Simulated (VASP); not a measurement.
# HC16 (a cell with a defect) in VASP: notebook

Runs on HC16 (a cell with a defect). Level: PBE+D3(BJ). Tasks: single point.

All numbers are computed with VASP 6.6.1; they aren't measurements. Logs are shortened: lines on timing, memory, paths and dates and some standing lists are left out, and cuts for length are marked.

## 1. The cell of the first run

The cell holds a defect, 17 atoms: a = 5.049 Å, b = 5.049 Å, c = 5.049 Å, α = 60.00°, β = 60.00°, γ = 60.00°.

## 2. Single point, PBE+D3(BJ)

The input, INCAR:

```
ALGO     = Normal         # electronic algorithm
EDIFF    = 1E-6           # SCF threshold, eV
ENCUT    = 520            # plane-wave cutoff, eV
GGA      = PE             # functional
GGA_COMPAT= False        
ISIF     = 2              # what is computed and relaxed
ISMEAR   = 0              # smearing method
IVDW     = 12             # dispersion correction
LASPH    = True           # aspherical terms in the spheres
LCHARG   = False          # write CHGCAR
LREAL    = False          # projectors in reciprocal space
LWAVE    = False          # write WAVECAR
NBANDS   = 46             # bands
NELECT   = 53.0         
NELM     = 120            # most SCF steps
PREC     = Accurate       # precision mode
SIGMA    = 0.02           # smearing width, eV
```

The input, KPOINTS:

```
k-points
0
Gamma
  3 3 3
```

The input, POSCAR:

```
HC16
1.0
    0.0000000000      3.5700000000      3.5700000000
    3.5700000000      0.0000000000      3.5700000000
    3.5700000000      3.5700000000      0.0000000000
C H
16 1
Direct
   -0.0066921569      0.0049176471      0.0049784314
    0.1219913165      0.1292812325      0.1265851541
   -0.0036371148      0.0149581232      0.5009429972
    0.1212425770      0.1290957983      0.6316190476
   -0.0049726891      0.5032387955      0.0034791317
    0.1211387955      0.6293228291      0.1229701681
   -0.0114995798      0.4924161064      0.4888194678
    0.1319021008      0.6357656863      0.6376816527
    0.4951201681      0.0049523810      0.0005137255
    0.6195075630      0.1292268908      0.1258501401
    0.4938661064      0.0059843137      0.4993859944
    0.6183837535      0.1305717087      0.6269806723
    0.4951056022      0.5023635854     -0.0001644258
    0.6194117647      0.6311148459      0.1213470588
    0.4952112045      0.5031969188      0.4947602241
    0.6094373950      0.6279948179      0.6254334734
    0.9081112045      0.7165862745      0.5628700280
```

Potentials or basis: VASP PAW PBE potentials, release 64 (C, H).

Command:

```console
cat potpaw_PBE.64/C/POTCAR potpaw_PBE.64/H/POTCAR > POTCAR
mpirun -np 1 vasp_std > vasp.out
```

OUTCAR:

```text
EDIFF = 1E-6
   ENCUT = 520
   GGA = PE
   ISIF = 2
   ISMEAR = 0
   IVDW = 12
   LASPH = True
   LREAL = False
   NELECT = 53.0
   NELM = 120
   PREC = Accurate
 IVDW          = 12

 ion  position               nearest neighbor table
   1  0.993  0.005  0.005-   4 1.54  10 1.54   2 1.54   6 1.55
   2  0.122  0.129  0.127-   9 1.54   5 1.54   3 1.54   1 1.54
   3  0.996  0.015  0.501-   4 1.52   2 1.54  12 1.56   8 1.57
   4  0.121  0.129  0.632-   7 1.50   3 1.52  11 1.54   1 1.54
   5  0.995  0.503  0.003-   8 1.51   6 1.53   2 1.54  14 1.55
   6  0.121  0.629  0.123-   7 1.51   5 1.53  13 1.54   1 1.55
   7  0.989  0.492  0.489-  17 1.18   4 1.50   6 1.51  16 1.56   8 1.80
   8  0.132  0.636  0.638-  17 1.18  15 1.50   5 1.51   3 1.57   7 1.80
   9  0.495  0.005  0.001-   2 1.54  12 1.54  14 1.54  10 1.54
  10  0.620  0.129  0.126-  13 1.54  11 1.54   1 1.54   9 1.54
  11  0.494  0.006  0.499-   4 1.54  10 1.54  12 1.55  16 1.56
  12  0.618  0.131  0.627-  15 1.54   9 1.54  11 1.55   3 1.56
  13  0.495  0.502  1.000-  10 1.54   6 1.54  14 1.54  16 1.54
  14  0.619  0.631  0.121-  15 1.54   9 1.54  13 1.54   5 1.55
  15  0.495  0.503  0.495-   8 1.50  16 1.52  12 1.54  14 1.54
  16  0.609  0.628  0.625-  15 1.52  13 1.54  11 1.56   7 1.56
  17  0.908  0.717  0.563-   8 1.18   7 1.18

  LATTYP: Found a face centered cubic cell.
 ALAT       =     7.1400000000

  Lattice vectors:

 A1 = (   0.0000000000,   3.5700000000,   3.5700000000)
 A2 = (   3.5700000000,   0.0000000000,   3.5700000000)
 A3 = (   3.5700000000,   3.5700000000,   0.0000000000)

Analysis of symmetry for initial positions (statically):
=====================================================================
 Subroutine PRICEL returns:
 Original cell was already a primitive cell.

 Routine SETGRP: Setting up the symmetry group for a
 face centered cubic supercell.

 Subroutine GETGRP returns: Found  1 space group operations
 (whereof  1 operations were pure point group operations)
 out of a pool of 48 trial point group operations.

The static configuration has the point symmetry C_1 .

Analysis of symmetry for dynamics (positions and initial velocities):
=====================================================================
 Subroutine PRICEL returns:
 Original cell was already a primitive cell.

 Routine SETGRP: Setting up the symmetry group for a
 face centered cubic supercell.

 Subroutine GETGRP returns: Found  1 space group operations
 (whereof  1 operations were pure point group operations)
 out of a pool of 48 trial point group operations.

The dynamic configuration has the point symmetry C_1 .

 Subroutine INISYM returns: Found  1 space group operations
 (whereof  1 operations are pure point group operations),
 and found     1 'primitive' translations

----------------------------------------------------------------------------------------

                                     Primitive cell

  volume of cell :      90.9986

  direct lattice vectors                    reciprocal lattice vectors
     0.000000000  3.570000000  3.570000000    -0.140056022  0.140056022  0.140056022
     3.570000000  0.000000000  3.570000000     0.140056022 -0.140056022  0.140056022
     3.570000000  3.570000000  0.000000000     0.140056022  0.140056022 -0.140056022

  length of vectors
     5.048742418  5.048742418  5.048742418     0.242584147  0.242584147  0.242584147

  position of ions in fractional coordinates (direct lattice)
     0.993307843  0.004917647  0.004978431
     0.121991317  0.129281232  0.126585154
     0.996362885  0.014958123  0.500942997
     0.121242577  0.129095798  0.631619048
     0.995027311  0.503238796  0.003479132
     0.121138796  0.629322829  0.122970168
[... 9 lines left out ...]
     0.609437395  0.627994818  0.625433473
     0.908111205  0.716586275  0.562870028

  ion indices of the primitive-cell ions
   primitive index   ion index
                 1           1
                 2           2
                 3           3
                 4           4
                 5           5
                 6           6
[... 9 lines left out ...]
                16          16
                17          17

----------------------------------------------------------------------------------------

 KPOINTS: k-points

Automatic generation of k-mesh.
 Grid dimensions read from file:
 generate k-points for:    3    3    3

 Generating k-lattice:

  Cartesian coordinates                     Fractional coordinates (reciprocal lattice)
    -0.046685341  0.046685341  0.046685341     0.333333333  0.000000000  0.000000000
     0.046685341 -0.046685341  0.046685341     0.000000000  0.333333333  0.000000000
     0.046685341  0.046685341 -0.046685341     0.000000000  0.000000000  0.333333333

  Length of vectors
     0.080861382  0.080861382  0.080861382

  Shift w.r.t. Gamma in fractional coordinates (k-lattice)
     0.000000000  0.000000000  0.000000000

[... 58 lines left out ...]
     AMIX     =   0.40;   BMIX     =  1.00
     AMIX_MAG =   1.60;   BMIX_MAG =  1.00
  volume/ion in A,a.u.               =       5.35        36.12
  Fermi-wavevector in a.u.,A,eV,Ry     =   1.367168  2.583573 25.431310  1.869149
  Thomas-Fermi vector in A             =   2.493244
   LORBIT       =      0    0 simple, 1 ext, 2 COOP (PROOUT), +10 PAW based schemes
   GGA     = PE    functional components
   LHFCALC =     F    Hartree Fock is set to
   AEXX    =    0.0000 exact exchange contribution
   IVDW    =    12    specifies the selected vdW correction
   LEPSILON=     F    determine dielectric tensor
   LRPA    =     F    only Hartree local field effects (RPA)
 non-spin polarized calculation
 Gauss-broadening in eV      SIGMA  =   0.02
  energy-cutoff  :      520.00
  volume of cell :       91.00
 maximum number of plane-waves:      2453
 NGX is ok and might be reduce to    40
   NGX = 19   NGY = 19   NGZ = 19

 number of electron      53.0000000 magnetization

 Free energy of the ion-electron system (eV)
  ---------------------------------------------------
  ext. energy  EPLUGINS =         0.00000000
  ---------------------------------------------------
  free energy    TOTEN  =      -230.48895966 eV

  energy without entropy =     -230.48518434  energy(sigma->0) =     -230.48707200

 E-fermi :   5.4570     XC(G=0): -12.4094

 val. band max:        5.4301222654   @ k =   0.3333  -0.3333  -0.3333
 cond. band min:       5.4606973884   @ k =   0.0000  -0.3333   0.3333
 fundamental gap:      0.0305751231
 Fermi energy:         5.4570186855

 k-point     1 :       0.0000    0.0000    0.0000
  band No.  band energies     occupation
      1     -11.7498      2.00000
      2      -6.8406      2.00000
      3      -6.1647      2.00000
      4      -6.0893      2.00000
      5      -6.0871      2.00000
      6      -4.5874      2.00000
[... 30 lines left out ...]
     37      15.1283      0.00000
     38      15.1567      0.00000

 k-point     2 :       0.3333    0.0000    0.0000
  band No.  band energies     occupation
      1     -11.0319      2.00000
      2      -8.8337      2.00000
      3      -6.5836      2.00000
      4      -6.1696      2.00000
      5      -6.0439      2.00000
      6      -5.4332      2.00000
[... 30 lines left out ...]
     37      16.3367      0.00000
     38      16.6899      0.00000

 k-point     3 :       0.0000    0.3333    0.0000
  band No.  band energies     occupation
      1     -11.0319      2.00000
      2      -8.8337      2.00000
      3      -6.5840      2.00000
      4      -6.1698      2.00000
      5      -6.0438      2.00000
      6      -5.4332      2.00000
[... 30 lines left out ...]
     37      16.3382      0.00000
[... 371 lines left out ...]
 k-point    13 :      -0.3333    0.3333   -0.3333
  band No.  band energies     occupation
      1      -9.9014      2.00000
      2      -9.2233      2.00000
      3      -8.7973      2.00000
      4      -7.0712      2.00000
      5      -6.7298      2.00000
      6      -4.7663      2.00000
[... 30 lines left out ...]
     37      17.1591      0.00000
     38      17.4014      0.00000

 k-point    14 :       0.3333   -0.3333   -0.3333
  band No.  band energies     occupation
      1      -9.9015      2.00000
      2      -9.2228      2.00000
      3      -8.7976      2.00000
      4      -7.0711      2.00000
      5      -6.7300      2.00000
      6      -4.7661      2.00000
[... 30 lines left out ...]
     37      17.1579      0.00000
     38      17.3974      0.00000
 [bands above 38 left out]

------------------------ aborting loop because EDIFF is reached ----------------------------------------

 Edisp (eV)   -3.23253

 E8    (eV) :    -0.9204

  FORCE on cell =-STRESS in cart. coord.  units (eV):
  Direction    XX          YY          ZZ          XY          YZ          ZX
  --------------------------------------------------------------------------------------
  -------------------------------------------------------------------------------------
  Total    -144.82364  -144.80282  -144.49854    -0.32255     1.34494     1.33381
  in kB   -2549.85447 -2549.48789 -2544.13061    -5.67904    23.67977    23.48380
  external pressure =    -2547.82 kB  Pullay stress =        0.00 kB

 VOLUME and BASIS-vectors are now :
 -----------------------------------------------------------------------------
  energy-cutoff  :      520.00
  volume of cell :       91.00
      direct lattice vectors                 reciprocal lattice vectors
     0.000000000  3.570000000  3.570000000    -0.140056022  0.140056022  0.140056022
     3.570000000  0.000000000  3.570000000     0.140056022 -0.140056022  0.140056022
     3.570000000  3.570000000  0.000000000     0.140056022  0.140056022 -0.140056022

 POSITION                                       TOTAL-FORCE (eV/Angst)
 -----------------------------------------------------------------------------------
      0.03533      3.56388      3.56367        -0.149194      0.223634      0.330065
      0.91344      0.88742      0.89704         0.187636     -0.277254     -0.571804
      1.84177      5.34538      3.61042        -0.029704     -0.401998      0.077859
      2.71575      2.68772      0.89371         0.392393     -0.174329      0.410415
      1.80898      3.56467      5.34881        -0.265129     -0.320760      0.130514
      2.68569      0.87147      2.67915         0.315242      0.263550     -0.128668
[... 9 lines left out ...]
      4.47474      4.40849      4.41763         0.400222      0.030377     -0.077621
      4.56766      5.25140      5.80017         2.188827     -2.190731      0.007242
 -----------------------------------------------------------------------------------
    total drift:                                0.000137     -0.000108     -0.000029

  FREE ENERGIE OF THE ION-ELECTRON SYSTEM (eV)
  ---------------------------------------------------
  free  energy   TOTEN  =      -233.7214861615 eV

  energy  without entropy=     -233.7177108382  energy(sigma->0) =     -233.71959850
```

It took 48 s on 1 thread of Intel Xeon Platinum 8559C (Emerald Rapids), shared host; peak memory 0.26 GiB.

Results:

- Free energy: -233.7215 eV
- Largest force: 3.097 eV/Å
- Dispersion energy per atom: -0.190 eV

Forces in eV/Å, atoms in the order of the input:
```
C   -0.149  0.224  0.330
C    0.188 -0.277 -0.572
C   -0.030 -0.402  0.078
C    0.392 -0.174  0.410
C   -0.265 -0.321  0.131
C    0.315  0.264 -0.129
C   -2.749  0.480 -0.941
C   -0.476  2.749  0.936
C   -0.255  0.109  0.133
C   -0.111  0.258 -0.136
C    0.396  0.074 -0.318
C   -0.080 -0.393  0.317
C    0.283 -0.187  0.573
C   -0.228  0.151 -0.332
C    0.180 -0.393 -0.411
C    0.400  0.030 -0.078
H    2.189 -2.191  0.007
```

Levels at points of the mesh, in eV from the Fermi level:
```
           k point  band 23  band 24  band 25  band 26  band 27  band 28  band 29  band 30  band 31  band 32
(0.00, 0.00, 0.00)     0.69     0.71     0.88     0.93     1.03     1.10     1.29     3.40     3.50     3.73
```

Caveat: the k points lie up to 0.51 Å⁻¹ apart; the cell carries a net charge on a neutralising background, which shifts energy and pressure; the cell is charged against a uniform background, so pressure and absolute levels hang on convention.

## 3. Single point, PBE+D3(BJ)

The input, INCAR:

```
SYSTEM = HC16
ALGO = Normal
EDIFF = 1E-6
ENCUT = 520
GGA = PE
GGA_COMPAT = .FALSE.
ISIF = 2
ISMEAR = 0
IVDW = 12
LASPH = .TRUE.
LCHARG = .TRUE.
LELF = .TRUE.
LREAL = .FALSE.
LVHAR = .TRUE.
LWAVE = .FALSE.
NBANDS = 46
NELECT = 53.0
NELM = 120
PREC = Accurate
SIGMA = 0.02
```

The input, KPOINTS:

```
k-points
0
G
  3 3 3
  0 0 0
```

The input, POSCAR:

```
HC16
1.0
    0.0000000000      3.5700000000      3.5700000000
    3.5700000000      0.0000000000      3.5700000000
    3.5700000000      3.5700000000      0.0000000000
C H
16 1
Direct
   -0.0247550420     -0.0204920168     -0.0300690476
    0.1482894958      0.1546998599      0.1466721289
   -0.0099649860      0.0041789916      0.5102515406
    0.1350623249      0.1210598039      0.6373186275
   -0.0178693277      0.4903001401      0.0007925770
    0.1309392157      0.6204117647      0.1294764706
   -0.0080813725      0.4792163866      0.4990654062
    0.1310452381      0.6229485994      0.6489645658
    0.4884415966     -0.0133774510     -0.0004035014
    0.6329532213      0.1216411765      0.1421504202
    0.4939684874      0.0140603641      0.4981197479
    0.6313082633      0.1010317927      0.6374682073
    0.4896978992      0.5054463585      0.0090805322
    0.6238158263      0.6234292717      0.1261950980
    0.4874813725      0.5160197479      0.4969556022
    0.6311284314      0.6122317927      0.6299105042
    1.0373215686      0.8575599440      0.2943249300
```

Potentials or basis: VASP PAW PBE potentials, release 64 (C, H).

Command:

```console
cat potpaw_PBE.64/C/POTCAR potpaw_PBE.64/H/POTCAR > POTCAR
mpirun -np 1 vasp_std > vasp.out
```

It took 49 s on 1 thread of Intel Xeon Platinum 8559C (Emerald Rapids), shared host; peak memory 0.25 GiB.

Results (log left out):

- Free energy: -235.0946 eV
- Largest force: 1.349 eV/Å
- Dispersion energy per atom: -0.190 eV

Forces in eV/Å, atoms in the order of the input:
```
C    0.006 -0.046 -1.203
C    0.568  1.085 -0.127
C   -0.506 -0.306 -0.057
C   -0.553  0.225  1.210
C    0.207 -1.201 -0.328
C    0.474  0.478  0.033
C   -0.728 -0.651 -0.151
C    0.724  0.239  0.501
C   -0.175 -0.341  0.098
C    0.343  0.004  0.511
C    0.706 -0.966 -0.266
C   -0.256  0.732 -0.308
C   -0.705 -0.186 -0.047
C   -0.176  0.852  0.075
C    0.124 -0.527  0.849
C   -0.030  0.475 -0.775
H   -0.021  0.133 -0.014
```

Levels at points of the mesh, in eV from the Fermi level:
```
           k point  band 24  band 25  band 26  band 27  band 28  band 29
(0.00, 0.00, 0.00)     0.20     0.32     1.37     1.79     2.12     2.31
```

Caveat: the k points lie up to 0.51 Å⁻¹ apart; the cell carries a net charge on a neutralising background, which shifts energy and pressure; the cell is charged against a uniform background, so pressure and absolute levels hang on convention.

## 4. Single point, PBE+D3(BJ)

The input, INCAR:

```
ALGO = Normal
EDIFF = 1E-6
ENCUT = 520
GGA = PE
GGA_COMPAT = F
ISIF = 2
ISMEAR = 0
IVDW = 12
LASPH = T
LCHARG = T
LELF = T
LREAL = F
LVHAR = T
LWAVE = F
NBANDS = 46
NELECT = 53.0
NELM = 120
PREC = Accurate
SIGMA = 0.02
```

The input, KPOINTS:

```
k-points
0
Gamma
  3 3 3
```

The input, POSCAR:

```
HC16
1.0
    0.0000000000      3.5700000000      3.5700000000
    3.5700000000      0.0000000000      3.5700000000
    3.5700000000      3.5700000000      0.0000000000
C H
16 1
Direct
   -0.0121647059     -0.0118535014     -0.0064117647
    0.1368794118      0.1315317927      0.1369626050
    0.0001135854     -0.0039976190      0.5161147059
    0.1307289916      0.1208315126      0.6302950980
   -0.0060224090      0.4948176471      0.0042938375
    0.1245943978      0.6090243697      0.1291070028
   -0.0014598039      0.4934584034      0.5071208683
    0.1261649860      0.6179890756      0.6316683473
    0.5026275910     -0.0053743697      0.0043698880
    0.6220707283      0.1207443978      0.1304771709
    0.5041553221     -0.0070962185      0.5060749300
    0.6257428571      0.1216218487      0.6304042017
    0.4989574230      0.4947123249      0.0034938375
    0.6205526611      0.6190352941      0.1322140056
    0.4996858543      0.4947550420      0.5060401961
    0.6250179272      0.6190764706      0.6303599440
    1.0621887955      0.9075487395      0.2177635854
```

Command:

```console
cat potpaw_PBE.64/C/POTCAR potpaw_PBE.64/H/POTCAR > POTCAR
mpirun -np 1 vasp_std > vasp.out
```

It took 49 s on 1 thread of Intel Xeon Platinum 8559C (Emerald Rapids), shared host; peak memory 0.26 GiB.

It converged, with:

- Free energy: -233.7243 eV
- Largest force: 3.083 eV/Å
- Dispersion energy per atom: -0.190 eV

Forces in eV/Å, atoms in the order of the input:
```
C   -0.936 -2.736  0.481
C    0.932 -0.480  2.739
C    0.074 -0.034 -0.407
C    0.409  0.395 -0.173
C   -0.410  0.173 -0.396
C   -0.073  0.407  0.035
C   -0.315  0.397  0.080
C    0.316 -0.080 -0.397
C    0.125 -0.267 -0.321
C   -0.124  0.320  0.266
C    0.335 -0.149  0.228
C   -0.575  0.187 -0.282
C    0.575  0.282 -0.187
C   -0.334 -0.228  0.149
C    0.135 -0.255  0.110
C   -0.135 -0.110  0.256
H    0.002  2.178 -2.182
```

Levels at points of the mesh, in eV from the Fermi level:
```tsv
k point	band 25	band 26	band 27	band 28	band 29	band 30
(0.00, 0.00, 0.00)	0.88	0.93	1.03	1.10	1.29	3.40
```

Caveat: the k points lie up to 0.51 Å⁻¹ apart; the cell carries a net charge on a neutralising background, which shifts energy and pressure; the cell is charged against a uniform background, so pressure and absolute levels hang on convention.
